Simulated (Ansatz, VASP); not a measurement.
Cu: VASP beside Ansatz

The input INCAR:

```
SYSTEM = Cu
ALGO = Normal
EDIFF = 1E-6
ENCUT = 520
GGA = PE
ISIF = 2
ISMEAR = -1
LASPH = .True.
LCHARG = .True.
LELF = .True.
LREAL = .False.
LVHAR = .True.
LWAVE = .False.
NBANDS = 12
NELM = 60
PREC = Accurate
SIGMA = 0.03
```

Contents of KPOINTS:

```
k-points
0
Gamma
  20 20 20
  0 0 0
```

The input POSCAR:

```
Cu
1.0
    0.0000000000      1.8027035214      1.8027035214
    1.8027035214      0.0000000000      1.8027035214
    1.8027035214      1.8027035214      0.0000000000
Cu
1
Direct
    0.0000000000      0.0000000000      0.0000000000
```

Input for Ansatz:

```yaml
crystal:
  lattice:
    - [0.0, 1.8027035214, 1.8027035214]
    - [1.8027035214, 0.0, 1.8027035214]
    - [1.8027035214, 1.8027035214, 0.0]
  atoms:
    - { symbol: Cu, position: [0.0, 0.0, 0.0] }
kpoints:
  mp_grid: { grid: [20, 20, 20] }
scf:
  occupations: { method: fermi_dirac, width: 0.03 }
hamiltonian:
  xc: pbe
  pseudopotentials: { kind: all_electron, lapw: { basis_error: 0.0005 } }
output:
  forces: true
  stress: true
  eigenvalues: true
```

Change from the starting cell: volume scaled by 0.98.

Alike in both runs: task single point; functional PBE; k mesh 20 × 20 × 20; occupations fermi-dirac, width 0.03 eV; no spin polarisation.

```csv
,VASP,Ansatz
version,VASP 6.6.1,Ansatz 0.2.0
potentials or method,"VASP PAW PBE potentials, release 64 (Cu), cutoff 520 eV","all-electron LAPW, scalar-relativistic"
```

VASP gave:

| Quantity | Value |
| --- | --- |
| pressure (GPa) | 3.5 |

Question: Estimate Ansatz's values.

Answer: Pressure (GPa): 3.0.

Ansatz ran all-electron here, and VASP with PAW potentials.
